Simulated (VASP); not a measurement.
A run of VASP 6.6.1:

INCAR

```
PREC = Accurate ; ENCUT = 520
EDIFF = 1E-7 ; ISMEAR = 0
SIGMA = 0.02 ; LREAL = F
LASPH = T ; NELM = 100
ALGO = Normal ; ISIF = 2
LWAVE = F ; LCHARG = F
NBANDS = 26
```

File KPOINTS:

```
Automatic mesh
0
Gamma
  9 9 6
```

File POSCAR:

```
ZnO
1.0
    3.1873714185      0.0000000000      0.0000000000
   -1.5936857093      2.7603446197      0.0000000000
    0.0000000000      0.0000000000      5.1527902639
Zn O
2 2
Direct
    0.3333333333      0.6666666667      0.0022836140
    0.6666666667      0.3333333333      0.5022836140
    0.3333333333      0.6666666667      0.3807163860
    0.6666666667      0.3333333333      0.8807163860
```

Potentials or basis: VASP PAW LDA potentials, release 64 (Zn, O).

Launch:

```sh
$ cat potpaw_LDA.64/Zn/POTCAR potpaw_LDA.64/O/POTCAR > POTCAR
$ mpirun -np 1 vasp_std > vasp.out
```

Hardware: 1 thread of AMD EPYC 9R45 96-Core Processor (Zen 5) (shared host).

Task: Estimate the wall time of this run.

Result: Wall time 33 s on 1 thread of AMD EPYC 9R45 96-Core Processor (Zen 5), on a shared host, peak memory 0.14 GiB. Counts: scf iterations 15, k points 48.
